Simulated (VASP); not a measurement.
Crystal: Ti3Se.

```
Se Ti
1.0
     3.19745    0.00000    0.00000
    -1.59872    2.76907    0.00000
     0.00000    0.00000    7.94275
Se Ti
1 3
Direct
  0.00000 0.00000 0.00000
  0.66667 0.33333 0.50000
  0.33333 0.66667 0.77290
  0.33333 0.66667 0.22710
```

Base run:

* Program: VASP 6.6.1
* Functional: PBEsol
* Potentials or basis: VASP PAW PBE potentials, release 64 (Se, Ti_sv)
* Cutoff: 520 eV
* k mesh: 10 × 10 × 4
* Occupations: fermi-dirac, width 0.05 eV
* Spin: no spin polarisation
* Hubbard terms: Ti d U = 2.0 eV

Its results: band gap on the k mesh zero (bands 21 and 22 overlap by 0.66 eV); pressure -1.2 GPa; largest force 0.099 eV/Å.

**Question.** The run is repeated on the same cell with these changes: hubbard terms from Ti d U = 2.0 eV to Ti d U = 5.0 eV. What comes out?

**Answer.** Band gap on the k mesh zero (bands 21 and 22 overlap by 0.78 eV); pressure 3.8 GPa; largest force 0.156 eV/Å.

Caveats: the PAW data sets were made with another functional, which shifts forces and pressure a little; U without spin polarisation on a metal has little footing; the cell stands under pressure (at least some runs).
